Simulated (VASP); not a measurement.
Here is a VASP 6.6.1 calculation.

INCAR

```
SYSTEM = AlCr2C
PREC     = Accurate       ! precision mode
ENCUT    = 600            ! plane-wave cutoff, eV
EDIFF    = 1E-6           ! SCF threshold, eV
ISMEAR   = 0              ! smearing method
SIGMA    = 0.1            ! smearing width, eV
LREAL    = .False.        ! projectors in reciprocal space
LASPH    = .True.         ! aspherical terms in the spheres
NELM     = 60             ! most SCF steps
ALGO     = Normal         ! electronic algorithm
ISIF     = 4              ! what is computed and relaxed
LWAVE    = .False.        ! write WAVECAR
LCHARG   = .False.        ! write CHGCAR
GGA      = PE             ! functional
IBRION   = 2              ! ionic algorithm
NSW      = 50             ! ionic steps
EDIFFG   = -0.01          ! ionic threshold
```

The input KPOINTS:

```
regular mesh
0
Gamma
  12 12 4
  0 0 0
```

POSCAR

```
AlCr2C
1.0
    2.8131745177      0.0000000000      0.0000000000
   -1.4065872589      2.4362805976      0.0000000000
    0.0000000000      0.0000000000     12.5614503013
Al Cr C
2 4 2
Direct
    0.6666666667      0.3333333333      0.2500000000
    0.3333333333      0.6666666667      0.7500000000
    0.3333333333      0.6666666667      0.4156980498
    0.6666666667      0.3333333333      0.9156980498
    0.6666666667      0.3333333333      0.5843019502
    0.3333333333      0.6666666667      0.0843019502
    0.0000000000      0.0000000000      0.5000000000
    0.0000000000      0.0000000000      0.0000000000
```

Potentials or basis: VASP PAW PBE potentials, release 64 (Al, Cr_pv, C).

The run is started by

```bash
$ cat potpaw_PBE.64/Al/POTCAR potpaw_PBE.64/Cr_pv/POTCAR potpaw_PBE.64/C/POTCAR > POTCAR
$ mpirun -np 1 vasp_std > vasp.out
```

Task: Predict the band gap on the k mesh.

Result: Zero (bands 31 and 32 overlap by 0.85 eV).

Final structure:
```yaml
crystal:
  lattice:
    - [2.81291, 0.00000, 0.00000]
    - [-1.40645, 2.43605, 0.00000]
    - [0.00000, 0.00000, 12.56384]
  atoms:
    - { symbol: Al, position: [0.66667, 0.33333, 0.25000] }
    - { symbol: Al, position: [0.33333, 0.66667, 0.75000] }
    - { symbol: Cr, position: [0.33333, 0.66667, 0.41445] }
    - { symbol: Cr, position: [0.66667, 0.33333, 0.91445] }
    - { symbol: Cr, position: [0.66667, 0.33333, 0.58555] }
    - { symbol: Cr, position: [0.33333, 0.66667, 0.08555] }
    - { symbol: C, position: [0.00000, 0.00000, 0.50000] }
    - { symbol: C, position: [0.00000, 0.00000, 0.00000] }
```

Caveat: the run has no spin polarisation, though such a crystal can be magnetic. Spin polarisation is off, so any magnetic state and its effect on volume and gap are missing.
